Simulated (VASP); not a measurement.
Wanted: the native input for a VASP 6.6.1 run.

| Item | Value |
| --- | --- |
| Task | single point |
| Functional | PBE |
| Potentials or basis | VASP PAW PBE potentials, release 64 (Ba_sv, Ti_sv, O) |
| Cutoff | 520 eV |
| k mesh | 6 × 6 × 6 |
| Occupations | gaussian, width 0.01 eV |
| Spin | no spin polarisation |
| Dipole correction | no |
| Further INCAR settings | ALGO = Normal; EDIFF = 1e-07; NBANDS = 28 |

The structure of BaTiO3 lies in POSCAR:

```
BaTiO3
1.0
    2.8399983158      1.6396737921      2.3313532671
   -2.8399983158      1.6396737921      2.3313532671
    0.0000000000     -3.2793475843      2.3313532671
Ba Ti O
1 1 3
Direct
   -0.0032057792     -0.0032057792     -0.0032057792
    0.4833346603      0.4833346603      0.4833346603
    0.5098255442      0.5098255442      0.0194200304
    0.0194200304      0.5098255442      0.5098255442
    0.5098255442      0.0194200304      0.5098255442
```

The input as run:

INCAR

```
PREC = Accurate ; ENCUT = 520
EDIFF = 1E-7 ; ISMEAR = 0
SIGMA = 0.01 ; LREAL = False
LASPH = True ; NELM = 80
ALGO = Normal ; ISIF = 2
LWAVE = False ; LCHARG = True
GGA = PE ; LELF = True
LVHAR = True ; NBANDS = 28
```

KPOINTS

```
regular mesh
0
Gamma
  6 6 6
```

Potentials or basis: VASP PAW PBE potentials, release 64 (Ba_sv, Ti_sv, O).

Launch:

```console
$ cat potpaw_PBE.64/Ba_sv/POTCAR potpaw_PBE.64/Ti_sv/POTCAR potpaw_PBE.64/O/POTCAR > POTCAR
$ mpirun -np 1 vasp_std > vasp.out
```

It gave:

* Pressure: 4.9 GPa
* Largest force: 0.130 eV/Å
* Band gap on the k mesh: 2.46 eV, indirect (least direct gap 2.91 eV)

Caveat: spin-orbit coupling is left out, which moves the levels of the heavy elements.

It took 30 s on 1 thread of Intel(R) Xeon(R) 6975P-C (Granite Rapids), on a shared host, peak memory 0.2 GiB.
